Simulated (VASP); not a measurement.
Here is a VASP 6.6.1 calculation.

INCAR

```
SYSTEM = P
PREC = Accurate
ENCUT = 520
EDIFF = 1E-7
ISMEAR = 0
SIGMA = 0.02
LREAL = .FALSE.
LASPH = .TRUE.
NELM = 100
ALGO = Normal
ISIF = 2
LWAVE = .FALSE.
LCHARG = .FALSE.
GGA = PE
NBANDS = 30
```

File KPOINTS:

```
regular mesh
0
G
  4 4 4
  0 0 0
```

POSCAR

```
P
1.0
    7.5340666498      0.0000000000      0.0000000000
    0.0000000000      7.5340666498      0.0000000000
    0.0000000000      0.0000000000      7.5340666498
P
8
Direct
    0.0730285498      0.0730285498      0.0730285498
    0.4269714502      0.9269714502      0.5730285498
    0.5730285498      0.4269714502      0.9269714502
    0.9269714502      0.5730285498      0.4269714502
    0.9269714502      0.9269714502      0.9269714502
    0.5730285498      0.0730285498      0.4269714502
    0.4269714502      0.5730285498      0.0730285498
    0.0730285498      0.4269714502      0.5730285498
```

Potentials or basis: VASP PAW PBE potentials, release 64 (P).

Command:

```console
$ cat potpaw_PBE.64/P/POTCAR > POTCAR
$ mpirun -np 1 vasp_std > vasp.out
```

Q: Estimate the band gap on the k mesh.

A: 2.79 eV (least direct gap 2.86 eV).

Q: Estimate the pressure.

A: -0.1 GPa.

Q: What does it give for the largest force?

A: 0.096 eV/Å.

Forces in eV/Å, atoms in the order of the input:
```
P   -0.055 -0.055 -0.055
P    0.055  0.055 -0.055
P   -0.055  0.055  0.055
P    0.055 -0.055  0.055
P    0.055  0.055  0.055
P   -0.055 -0.055  0.055
P    0.055 -0.055 -0.055
P   -0.055  0.055 -0.055
```

Caveat: this functional lacks dispersion, which holds the molecules together, so the pressure and a relaxed volume are unreliable. A k mesh can miss the band edges.
